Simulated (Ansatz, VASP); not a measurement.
**Bi in VASP and in Ansatz**

```
Bi
1.0
     5.29318    0.00000    0.00000
    -2.64659    4.58403    0.00000
     0.00000    0.00000    6.43235
Bi
4
Cartesian
  0.0000 0.0000 1.6081
  0.0000 0.0000 4.8243
  0.0000 3.0560 4.8243
  2.6466 1.5280 1.6081
```

Alike in both runs: functional PBEsol; k mesh 6 × 6 × 4; occupations gaussian, width 0.1 eV; no spin polarisation.

Ansatz relaxed the structure, and its values are those at the end. VASP's run is a single point on that final structure, the one shown.

|  | VASP | Ansatz |
| --- | --- | --- |
| version | VASP 6.6.1 | Ansatz 0.2.0 |
| potentials or method | VASP PAW PBE potentials, release 64 (Bi_d), cutoff 520 eV | scalar-relativistic, plane waves, PAW |
| valence electrons in the cell | 60 | 60 |

```tsv
	VASP	Ansatz	Ansatz less VASP
gap on the k mesh at the Fermi level (eV)	none	none	-
pressure (GPa)	0.1	0.1	+0.07
```

VASP's potentials were made for PBE, not for PBEsol. A gap of «none» marks a metal or a gap that the smearing closes.

Spin-orbit coupling is off throughout.
